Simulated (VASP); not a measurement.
# W (Immm) in VASP: notebook, part 2 of 2

VASP 6.6.1.

## (4) Single point, PBE (strain +0.0375 x Voigt [1, -1, 0, 0, 0, 0])

Contents of INCAR:

```
SYSTEM = W
PREC = Accurate
ENCUT = 520
EDIFF = 1E-7
ISMEAR = 0
SIGMA = 0.15
LREAL = .False.
LASPH = .True.
NELM = 60
ALGO = Fast
ISIF = 2
LWAVE = .False.
LCHARG = .True.
GGA = PE
LELF = .True.
LVHAR = .True.
NBANDS = 13
```

Contents of KPOINTS:

```
Automatic mesh
0
Gamma
  20 20 20
  0 0 0
```

Contents of POSCAR:

```
W
1.0
   -1.6571987500      1.5374012500      1.5973000000
    1.6571987500     -1.5374012500      1.5973000000
    1.6571987500      1.5374012500     -1.5973000000
W
1
Direct
    0.0000000000      0.0000000000      0.0000000000
```

Potentials or basis: VASP PAW PBE potentials, release 64 (W_sv).

On the command line:

```bash
$ cat potpaw_PBE.64/W_sv/POTCAR > POTCAR
$ mpirun -np 1 vasp_std > vasp.out
```

OUTCAR:

```text
SYSTEM = W
   PREC = Accurate
   ENCUT = 520
   EDIFF = 1E-7
   ISMEAR = 0
   LREAL = .False.
   LASPH = .True.
   NELM = 60
   ISIF = 2
   GGA = PE

 ion  position               nearest neighbor table
   1  0.000  0.000  0.000-

  LATTYP: Found a body centered orthorhombic cell.
 ALAT       =     3.0748025000
 B/A-ratio  =     1.0389610390
 C/A-ratio  =     1.0779220779

  Lattice vectors:

 A1 = (  -1.6571987500,  -1.5374012500,  -1.5973000000)
 A2 = (  -1.6571987500,   1.5374012500,   1.5973000000)
 A3 = (   1.6571987500,   1.5374012500,  -1.5973000000)

Analysis of symmetry for initial positions (statically):
=====================================================================
 Subroutine PRICEL returns:
 Original cell was already a primitive cell.

 Routine SETGRP: Setting up the symmetry group for a
 body centered orthorhombic supercell.

 Subroutine GETGRP returns: Found  8 space group operations
 (whereof  8 operations were pure point group operations)
 out of a pool of  8 trial point group operations.

The static configuration has the point symmetry D_2h.

Analysis of symmetry for dynamics (positions and initial velocities):
=====================================================================
 Subroutine PRICEL returns:
 Original cell was already a primitive cell.

 Routine SETGRP: Setting up the symmetry group for a
 body centered orthorhombic supercell.

 Subroutine GETGRP returns: Found  8 space group operations
 (whereof  8 operations were pure point group operations)
 out of a pool of  8 trial point group operations.

The dynamic configuration has the point symmetry D_2h.

 Subroutine INISYM returns: Found  8 space group operations
 (whereof  8 operations are pure point group operations),
 and found     1 'primitive' translations
[... 116 lines left out ...]
  Thomas-Fermi vector in A             =   2.660590
   LORBIT       =      0    0 simple, 1 ext, 2 COOP (PROOUT), +10 PAW based schemes
   GGA     = PE    functional components
   LHFCALC =     F    Hartree Fock is set to
   AEXX    =    0.0000 exact exchange contribution
   IVDW    =     0    specifies the selected vdW correction
   LEPSILON=     F    determine dielectric tensor
   LRPA    =     F    only Hartree local field effects (RPA)
 non-spin polarized calculation
 RMM-DIIS sequential band-by-band and
 Gauss-broadening in eV      SIGMA  =   0.15
  energy-cutoff  :      520.00
  volume of cell :       16.28
 maximum number of plane-waves:       454
 NGX is ok and might be reduce to    24
   NGX = 11   NGY = 11   NGZ = 11

 number of electron      14.0000000 magnetization

 Free energy of the ion-electron system (eV)
  ---------------------------------------------------
  ext. energy  EPLUGINS =         0.00000000
  ---------------------------------------------------
  free energy    TOTEN  =       -12.91395745 eV

  energy without entropy =      -12.90860464  energy(sigma->0) =      -12.91128105

 E-fermi :  11.0764     XC(G=0): -13.4903

 val. band max:       11.0749725112   @ k =   0.3500  -0.3000   0.2500
 cond. band min:      11.0771900124   @ k =  -0.2000  -0.4000   0.2000
 fundamental gap:      0.0022175013
 Fermi energy:        11.0763875033

 k-point     1 :       0.0000    0.0000    0.0000
  band No.  band energies     occupation
      1     -63.1541      2.00000
      2     -26.7679      2.00000
      3     -26.7614      2.00000
      4     -26.7325      2.00000
      5       1.5739      2.00000
      6       9.4246      2.00000
      7       9.9533      2.00000
      8      10.3871      2.00000
      9      12.6575      0.00000
     10      13.7653      0.00000
     11      24.8767      0.00000
     12      25.5333      0.00000
     13      26.3054      0.00000
[... 354 lines left out ...]
  band No.  band energies     occupation
      1     -63.0478      2.00000
      2     -27.7542      2.00000
      3     -27.1287      2.00000
      4     -26.8024      2.00000
      5       5.0799      2.00000
      6       7.4867      2.00000
      7      10.1883      2.00000
      8      13.4362      0.00000
      9      14.3068      0.00000
     10      15.3688      0.00000
     11      23.6620      0.00000
     12      24.0797      0.00000
     13      29.0041      0.00000

 [... further k-points ...]

------------------------ aborting loop because EDIFF is reached ----------------------------------------

  FORCE on cell =-STRESS in cart. coord.  units (eV):
  Direction    XX          YY          ZZ          XY          YZ          ZX
  --------------------------------------------------------------------------------------
  -------------------------------------------------------------------------------------
  Total       -1.2756439      1.0596862     -0.2481211      0.0000000     -0.0000000      0.0000000
  in kB     -125.5543431    104.2988541    -24.4211392      0.0000000     -0.0000000      0.0000000
  external PRESSURE =     -15.2255427 kB  Pullay stress =       0.0000000 kB

 VOLUME and BASIS-vectors are now :
 -----------------------------------------------------------------------------
  energy-cutoff  :      520.00
  volume of cell :       16.28
      direct lattice vectors                 reciprocal lattice vectors
    -1.657198750  1.537401250  1.597300000     0.000000000  0.325224140  0.313028235
     1.657198750 -1.537401250  1.597300000     0.301713962  0.000000000  0.313028235
     1.657198750  1.537401250 -1.597300000     0.301713962  0.325224140  0.000000000

 POSITION                                       TOTAL-FORCE (eV/Angst)
 -----------------------------------------------------------------------------------
      0.00000      0.00000      0.00000         0.000000     -0.000000     -0.000000
 -----------------------------------------------------------------------------------
    total drift:                                0.000000      0.000000     -0.000000

  FREE ENERGIE OF THE ION-ELECTRON SYSTEM (eV)
  ---------------------------------------------------
  free  energy   TOTEN  =       -12.9139574518 eV

  energy  without entropy=      -12.9086046396  energy(sigma->0) =      -12.91128105
```

stdout:

```text
POSCAR found type information on POSCAR W
 POSCAR found :  1 types and       1 ions
 scaLAPACK will be used
 LDA part: xc-table for (Slater+PW92), standard interpolation
 POSCAR, INCAR and KPOINTS ok, starting setup
 FFT: planning ... GRIDC
 FFT: planning ... GRID_SOFT
 FFT: planning ... GRID
 WAVECAR not read
 entering main loop
WARNING in EDDRMM: call to ZHEGV failed, returncode =   8  4     12
WARNING in EDDRMM: call to ZHEGV failed, returncode =   8  4     12
WARNING in EDDRMM: call to ZHEGV failed, returncode =   6  3     11
WARNING in EDDRMM: call to ZHEGV failed, returncode =   8  4     13
WARNING in EDDRMM: call to ZHEGV failed, returncode =   6  3     13
```

Wall time 4.1 min (1 thread of Intel Xeon 8259CL, shared host); peak memory 0.34 GiB.

Results:

```
Free energy            : -12.9140 eV
Pressure               : -1.5 GPa
Band gap on the k mesh : zero (bands 7 and 8 overlap by 5.82 eV)
```

Caveat: the cell differs from its parent crystal (strain +0.0375 x Voigt [1, -1, 0, 0, 0, 0]); spin-orbit coupling is left out, which moves the levels of the heavy elements.

## (5) Summary

```tsv
cell	further INCAR settings	gap on the mesh (eV)	pressure (GPa)
a = 2.774 Å, angles 102.4, 116.6, 109.7°, 1 atom	ALGO = Fast; EDIFF = 1e-06; NBANDS = 13	none	3.1
a = 2.770 Å, angles 104.4, 114.6, 109.6°, 1 atom	ALGO = Fast; EDIFF = 1e-07; NBANDS = 13	none	0.4
a = 2.768 Å, angles 106.4, 112.5, 109.5°, 1 atom	ALGO = Fast; EDIFF = 1e-07; NBANDS = 13	none	-1.5
```

Alike in all rows: task single point; level PBE; potentials or basis VASP PAW PBE potentials, release 64 (W_sv); no spin polarisation; k mesh 20 × 20 × 20; cutoff (eV) 520; smearing gaussian 0.15 eV.

Caveats: spin-orbit coupling is left out, which moves the levels of the heavy elements; the cell stands under pressure (at least some runs).

Total energies depend on the potentials used, so only differences within one code and one set of settings carry meaning.
